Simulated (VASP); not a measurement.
Write the native input for VASP 6.6.1 that does the following.

* Task: single point
* Functional: PBE
* Potentials or basis: VASP PAW PBE potentials, release 64 (Ti_sv, P, O)
* Cutoff: 520 eV
* k mesh: 8 × 8 × 3
* Occupations: fermi-dirac, width 0.05 eV
* Spin: no spin polarisation
* Dipole correction: no
* Further INCAR settings: ALGO = Normal; EDIFF = 1e-06; NBANDS = 36

The structure of Ti3PO2 lies in POSCAR:

```
Ti3PO2
1.0
    3.2548468758      0.0000000000      0.0000000000
   -1.6274234379      2.8187804377      0.0000000000
    0.0000000000      0.0000000000      8.2312985607
Ti P O
3 1 2
Direct
    0.3333333333      0.6666666667      0.7067560000
    0.6666666667      0.3333333333      0.2932440000
    0.0000000000      0.0000000000      0.0000000000
    0.0000000000      0.0000000000      0.5000000000
    0.3333333333      0.6666666667      0.1422570000
    0.6666666667      0.3333333333      0.8577430000
```

The input as run:

INCAR

```
SYSTEM = Ti3PO2
ALGO = Normal
EDIFF = 1E-6
ENCUT = 520
GGA = PE
ISIF = 2
ISMEAR = -1
LASPH = .True.
LCHARG = .False.
LREAL = .False.
LWAVE = .False.
NBANDS = 36
NELM = 60
PREC = Accurate
SIGMA = 0.05
```

KPOINTS

```
k-points
0
Gamma
  8 8 3
  0 0 0
```

Potentials or basis: VASP PAW PBE potentials, release 64 (Ti_sv, P, O).

Launch:

```sh
$ cat potpaw_PBE.64/Ti_sv/POTCAR potpaw_PBE.64/P/POTCAR potpaw_PBE.64/O/POTCAR > POTCAR
$ mpirun -np 1 vasp_std > vasp.out
```

Results of the run:

```
Pressure               : -12.0 GPa
Largest force          : 0.110 eV/Å
Band gap on the k mesh : zero (an odd number of electrons rules out a gap without spin polarisation)
```

Caveat: the cell stands under tension; an odd number of electrons without spin polarisation forces a metal; a magnetic or distorted state may lie lower.

Run time: 48 s on 1 thread of Intel(R) Xeon(R) Platinum 8559C (Emerald Rapids) (shared host), peak memory 0.21 GiB.
